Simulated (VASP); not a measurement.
# Zn (C2/m) in VASP: notebook

Zn is run at these levels: PBE; tasks: single point.

Program: VASP 6.6.1. These are calculated values, not measurements. Logs are shortened: lines on timing, memory, paths and dates and some standing lists are left out, and cuts for length are marked.

## (1) The cell of the first run

The typed cell holds 3 atoms: a = 2.643 Å, b = 2.643 Å, c = 7.934 Å, α = 99.61°, β = 99.61°, γ = 59.99°.

## (2) Single point, PBE (15.70 Å³/atom)

File INCAR:

```
PREC = Accurate
ENCUT = 520
EDIFF = 1E-6
ISMEAR = -1
SIGMA = 0.15
LREAL = False
LASPH = True
NELM = 80
ALGO = Fast
ISIF = 2
LWAVE = False
LCHARG = False
GGA = PE
NBANDS = 25
```

File KPOINTS:

```
regular mesh
0
Gamma
  18 18 6
```

File POSCAR:

```
Zn
1.0
    2.2891926862     -1.3213524883      0.0117412666
    2.2891926862      1.3213524883      0.0117412666
   -1.5693006661      0.0000000000      7.7777085762
Zn
3
Direct
    0.0000000000      0.0000000000      0.0000000000
    0.2218448233      0.2218448233      0.6652952669
    0.7781551767      0.7781551767      0.3347047331
```

Potentials or basis: VASP PAW PBE potentials, release 64 (Zn).

Launch:

```console
cat potpaw_PBE.64/Zn/POTCAR > POTCAR
mpirun -np 1 vasp_std > vasp.out
```

OUTCAR:

```text
PREC = Accurate
   ENCUT = 520
   EDIFF = 1E-6
   ISMEAR = -1
   LREAL = False
   LASPH = True
   NELM = 80
   ISIF = 2
   GGA = PE

 ion  position               nearest neighbor table
   1  0.000  0.000  0.000-   3 3.02   3 3.02   2 3.02   2 3.02   2 3.02   3 3.02
   2  0.222  0.222  0.665-   3 2.99   3 2.99   3 2.99   1 3.02   1 3.02   1 3.02
   3  0.778  0.778  0.335-   2 2.99   2 2.99   2 2.99   1 3.02   1 3.02   1 3.02

  LATTYP: Found a base centered monoclinic cell.
 ALAT       =     4.5784455929
 B/A-ratio  =     0.5772057182
 C/A-ratio  =     1.7330002557
 COS(beta)  =    -0.1927530195

  Lattice vectors:

 A1 = (   2.2891926862,  -1.3213524883,   0.0117412666)
 A2 = (   2.2891926862,   1.3213524883,   0.0117412666)
 A3 = (  -1.5693006661,   0.0000000000,   7.7777085762)

Analysis of symmetry for initial positions (statically):
=====================================================================
 Subroutine PRICEL returns:
 Original cell was already a primitive cell.

 Routine SETGRP: Setting up the symmetry group for a
 base centered monoclinic supercell.

 Subroutine GETGRP returns: Found  4 space group operations
 (whereof  4 operations were pure point group operations)
 out of a pool of  4 trial point group operations.

The static configuration has the point symmetry C_2h.

Analysis of symmetry for dynamics (positions and initial velocities):
=====================================================================
 Subroutine PRICEL returns:
 Original cell was already a primitive cell.

 Routine SETGRP: Setting up the symmetry group for a
 base centered monoclinic supercell.

 Subroutine GETGRP returns: Found  4 space group operations
 (whereof  4 operations were pure point group operations)
 out of a pool of  4 trial point group operations.

The dynamic configuration has the point symmetry C_2h.

 Subroutine INISYM returns: Found  4 space group operations
 (whereof  4 operations are pure point group operations),
 and found     1 'primitive' translations

----------------------------------------------------------------------------------------

                                     Primitive cell

  volume of cell :      47.1012

  direct lattice vectors                    reciprocal lattice vectors
     2.289192686 -1.321352488  0.011741267     0.218191811 -0.378400165  0.044024349
     2.289192686  1.321352488  0.011741267     0.218191811  0.378400165  0.044024349
    -1.569300666  0.000000000  7.777708576    -0.000658767  0.000000000  0.128439654

  length of vectors
     2.643201356  2.643201356  7.934447383     0.439013092  0.439013092  0.128441343

  position of ions in fractional coordinates (direct lattice)
     0.000000000  0.000000000  0.000000000
     0.221844823  0.221844823  0.665295267
     0.778155177  0.778155177  0.334704733

  ion indices of the primitive-cell ions
   primitive index   ion index
                 1           1
                 2           2
                 3           3

----------------------------------------------------------------------------------------

 KPOINTS: regular mesh

Automatic generation of k-mesh.
 Grid dimensions read from file:
 generate k-points for:   18   18    6

 Generating k-lattice:

  Cartesian coordinates                     Fractional coordinates (reciprocal lattice)
     0.012121767 -0.021022231  0.002445797     0.055555556 -0.000000000  0.000000000
     0.012121767  0.021022231  0.002445797    -0.000000000  0.055555556  0.000000000
    -0.000109794  0.000000000  0.021406609     0.000000000  0.000000000  0.166666667

  Length of vectors
     0.024389616  0.024389616  0.021406891

  Shift w.r.t. Gamma in fractional coordinates (k-lattice)
     0.000000000  0.000000000  0.000000000

 Subroutine IBZKPT returns following result:
 ===========================================

 Found    524 irreducible k-points:

 Following reciprocal coordinates:
            Coordinates               Weight
  0.000000  0.000000  0.000000      1.000000
  0.055556  0.000000  0.000000      4.000000
  0.111111  0.000000  0.000000      4.000000
  0.166667  0.000000 -0.000000      4.000000
  0.222222 -0.000000  0.000000      4.000000
  0.277778 -0.000000 -0.000000      4.000000
[... 16 lines left out ...]
 -0.277778  0.055556  0.000000      4.000000
 -0.222222  0.055556 -0.000000      4.000000
 [... further k-points ...]
   k-points           NKPTS =    524   k-points in BZ     NKDIM =    524   number of bands    NBANDS=     25
   number of dos      NEDOS =    301   number of ions     NIONS =      3
   total plane-waves  NPLWV =  24000
   dimension x,y,z NGX =    20 NGY =   20 NGZ =   60
   dimension x,y,z NGXF=    40 NGYF=   40 NGZF=  120
   ions per type =               3
   NGX,Y,Z   is equivalent  to a cutoff of  12.58, 12.58, 12.57 a.u.
   NGXF,Y,Z  is equivalent  to a cutoff of  25.16, 25.16, 25.14 a.u.
 SYSTEM =  unknown system
   PREC   = accura    normal or accurate (medium, high low for compatibility)
   ISTART =      0    job   : 0-new  1-cont  2-samecut
   ICHARG =      2    charge: 1-file 2-atom 10-const
   ISPIN  =      1    spin polarized calculation?
   LNONCOLLINEAR =      F non collinear calculations
   LSORBIT =      F    spin-orbit coupling
   LASPH  =      T    aspherical Exc in radial PAW
   ENCUT  =  520.0 eV  38.22 Ry    6.18 a.u.   4.91  4.91 14.75*2*pi/ulx,y,z
   NELM   =     80;   NELMIN=  2; NELMDL= -5     # of ELM steps
   EDIFF  = 0.1E-05   stopping-criterion for ELM
   LREAL  =      F    real-space projection
[... 7 lines left out ...]
   TEBEG  =    0.0;   TEEND  =   0.0 temperature during run
   PSTRESS=    0.0 pullay stress
   NELECT =      36.0000    total number of electrons
   NUPDOWN=      -1.0000    fix difference up-down
   EMIN   =  10.00;   EMAX   =-10.00  energy-range for DOS
   EFERMI =   0.00;   METHOD = LEGACY
   ISMEAR =    -1;   SIGMA  =   0.15  broadening in eV -4-tet -1-fermi 0-gaus
   EFERMI_NEDOS =   21; number of points for ismear=-14 and -15
   IALGO  =     68    algorithm
   IMIX   =      4    mixing-type and parameters
     AMIX     =   0.40;   BMIX     =  1.00
     AMIX_MAG =   1.60;   BMIX_MAG =  1.00
  volume/ion in A,a.u.               =      15.70       105.95
  Fermi-wavevector in a.u.,A,eV,Ry     =   1.496804  2.828550 30.482808  2.240423
  Thomas-Fermi vector in A             =   2.608774
   LORBIT       =      0    0 simple, 1 ext, 2 COOP (PROOUT), +10 PAW based schemes
   GGA     = PE    functional components
   LHFCALC =     F    Hartree Fock is set to
   AEXX    =    0.0000 exact exchange contribution
   IVDW    =     0    specifies the selected vdW correction
   LEPSILON=     F    determine dielectric tensor
   LRPA    =     F    only Hartree local field effects (RPA)
 non-spin polarized calculation
 RMM-DIIS sequential band-by-band and
  energy-cutoff  :      520.00
  volume of cell :       47.10
 maximum number of plane-waves:      1294
   NGX =  9   NGY =  9   NGZ = 29

 number of electron      35.9999973 magnetization

 Free energy of the ion-electron system (eV)
  ---------------------------------------------------
  ext. energy  EPLUGINS =         0.00000000
  ---------------------------------------------------
  free energy    TOTEN  =        -3.33452907 eV

  energy without entropy =       -3.28529663  energy(sigma->0) =       -3.30991285

 E-fermi :   2.8208     XC(G=0): -11.3704

 val. band max:        2.8131451311   @ k =  -0.3333   0.2778   0.3333
 cond. band min:       2.8374824687   @ k =   0.5000   0.1667   0.5000
 fundamental gap:      0.0243373376
 Fermi energy:         2.8207616328

 k-point     1 :       0.0000    0.0000    0.0000
  band No.  band energies     occupation
      1      -7.2909      2.00000
      2      -5.8643      2.00000
      3      -5.8578      2.00000
      4      -5.0277      2.00000
      5      -4.7539      2.00000
      6      -4.7529      2.00000
[... 17 lines left out ...]
     24      21.4944      0.00000
     25      21.6785      0.00000

 k-point     2 :       0.0556    0.0000    0.0000
  band No.  band energies     occupation
      1      -7.1963      2.00000
      2      -5.8164      2.00000
      3      -5.7875      2.00000
      4      -5.0153      2.00000
      5      -4.7661      2.00000
      6      -4.7602      2.00000
[... 17 lines left out ...]
     24      20.3419      0.00000
     25      20.4612      0.00000

 k-point     3 :       0.1111    0.0000    0.0000
  band No.  band energies     occupation
      1      -6.9162      2.00000
      2      -5.6618      2.00000
      3      -5.6182      2.00000
      4      -4.9822      2.00000
      5      -4.7996      2.00000
      6      -4.7910      2.00000
[... 17 lines left out ...]
     24      18.4977      0.00000
     25      19.1417      0.00000

 k-point     4 :       0.1667    0.0000   -0.0000
  band No.  band energies     occupation
      1      -6.4675      2.00000
      2      -5.4509      2.00000
      3      -5.4092      2.00000
      4      -4.9428      2.00000
      5      -4.8366      2.00000
      6      -4.8330      2.00000
[... 17 lines left out ...]
     24      17.5527      0.00000
     25      17.9613      0.00000
[... 477 lines left out ...]
 k-point    22 :      -0.3333    0.0556    0.0000
  band No.  band energies     occupation
      1      -5.3836      2.00000
      2      -5.3632      2.00000
      3      -5.3251      2.00000
      4      -5.1139      2.00000
      5      -5.0641      2.00000
      6      -4.8040      2.00000
[... 17 lines left out ...]
     24      13.3824      0.00000
     25      13.7274      0.00000

 k-point    23 :      -0.2778    0.0556    0.0000
  band No.  band energies     occupation
      1      -5.3889      2.00000
      2      -5.2958      2.00000
      3      -5.2589      2.00000
      4      -5.0452      2.00000
      5      -4.9935      2.00000
      6      -4.7915      2.00000
[... 17 lines left out ...]
     24      14.2824      0.00000
     25      14.8380      0.00000

 k-point    24 :      -0.2222    0.0556   -0.0000
  band No.  band energies     occupation
      1      -5.6132      2.00000
      2      -5.2523      2.00000
      3      -5.2171      2.00000
      4      -4.9569      2.00000
      5      -4.9147      2.00000
      6      -4.8601      2.00000
[... 17 lines left out ...]
     24      15.0263      0.00000
     25      15.6833      0.00000

 [... further k-points ...]
[... 5 lines left out ...]
  --------------------------------------------------------------------------------------
  -------------------------------------------------------------------------------------
  Total       -0.2742502     -0.2732681     -0.3587837      0.0000000      0.0000000      0.0009466
  in kB       -9.3287978     -9.2953905    -12.2042586      0.0000000      0.0000000      0.0321995
  external PRESSURE =     -10.2761489 kB  Pullay stress =       0.0000000 kB

 VOLUME and BASIS-vectors are now :
 -----------------------------------------------------------------------------
  energy-cutoff  :      520.00
  volume of cell :       47.10
      direct lattice vectors                 reciprocal lattice vectors
     2.289192686 -1.321352488  0.011741267     0.218191811 -0.378400165  0.044024349
     2.289192686  1.321352488  0.011741267     0.218191811  0.378400165  0.044024349
    -1.569300666  0.000000000  7.777708576    -0.000658767  0.000000000  0.128439654

 POSITION                                       TOTAL-FORCE (eV/Angst)
 -----------------------------------------------------------------------------------
      0.00000      0.00000      0.00000        -0.000000      0.000000      0.000000
     -0.02836      0.00000      5.17968        -0.000277      0.000000      0.000422
      3.03744      0.00000      2.62151         0.000277      0.000000     -0.000422
 -----------------------------------------------------------------------------------
    total drift:                                0.000000      0.000000     -0.000000

  FREE ENERGIE OF THE ION-ELECTRON SYSTEM (eV)
  ---------------------------------------------------
  free  energy   TOTEN  =        -3.3345290650 eV

  energy  without entropy=       -3.2852966303  energy(sigma->0) =       -3.30991285
```

It took 7.4 min on 1 thread of Intel Xeon Platinum 8259CL at 2.50GHz (Skylake/Cascade Lake), shared host; peak memory 0.53 GiB.

Results:

| Quantity | Value |
| --- | --- |
| Free energy | -3.3345 eV |
| Pressure | -1.0 GPa |
| Band gap on the k mesh | zero (bands 18 and 19 overlap by 5.46 eV) |

[end of part 1 of 2]

The gap in the log of VASP goes by the Fermi energy; the results here count the filled bands.